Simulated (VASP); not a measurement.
A run of VASP 6.6.1 is set up as follows.

INCAR

```
SYSTEM = BaMg2N2
PREC = Accurate
ENCUT = 600
EDIFF = 1E-6
ISMEAR = 0
SIGMA = 0.02
LREAL = .FALSE.
LASPH = .TRUE.
NELM = 80
ALGO = Normal
ISIF = 3
LWAVE = .FALSE.
LCHARG = .FALSE.
GGA = PS
IBRION = 2
NSW = 100
EDIFFG = -0.005
```

KPOINTS

```
Automatic mesh
0
G
  6 6 6
  0 0 0
```

File POSCAR:

```
BaMg2N2
1.0
   -3.4449332854      3.4449332854      3.9753139902
    3.4449332854     -3.4449332854      3.9753139902
    3.4449332854      3.4449332854     -3.9753139902
Ba Mg N
2 4 4
Direct
    0.2500000000      0.2500000000      0.0000000000
    0.7500000000      0.7500000000      0.0000000000
    0.8708710000      0.3708710000      0.2417420000
    0.1291290000      0.6291290000      0.7582580000
    0.3708710000      0.1291290000      0.5000000000
    0.6291290000      0.8708710000      0.5000000000
    0.3327935000      0.8327935000      0.1655870000
    0.6672065000      0.1672065000      0.8344130000
    0.8327935000      0.6672065000      0.5000000000
    0.1672065000      0.3327935000      0.5000000000
```

Potentials or basis: VASP PAW PBE potentials, release 64 (Ba_sv, Mg, N).

The run is started by

```console
$ cat potpaw_PBE.64/Ba_sv/POTCAR potpaw_PBE.64/Mg/POTCAR potpaw_PBE.64/N/POTCAR > POTCAR
$ mpirun -np 1 vasp_std > vasp.out
```

Predict the space group after relaxing (to 0.1 Å).

I4/mcm (No. 140).

Predict the relaxed cell.

a = 6.146 Å, b = 6.146 Å, c = 6.146 Å, α = 112.30°, β = 112.30°, γ = 103.94°.

Estimate the relaxed volume.

17.75 Å³/atom.

The path:
```csv
step,energy change (eV),largest force (eV/Å),pressure (GPa),volume (Å³)
1,0.0000,0.0088,-2.39,188.71
2,-0.0401,0.0360,0.72,181.13
3,-0.0447,0.0250,-0.09,182.93
4,-0.0582,0.0442,-0.07,181.67
5,-0.0755,0.1968,0.06,177.95
6,-0.0731,0.2207,-0.06,177.05
7,-0.0788,0.0330,0.00,177.57
8,-0.0790,0.0088,-0.01,177.53
9,-0.0790,0.0005,-0.02,177.51
```

Caveat: the PAW data sets were made with another functional, which shifts forces and pressure a little.
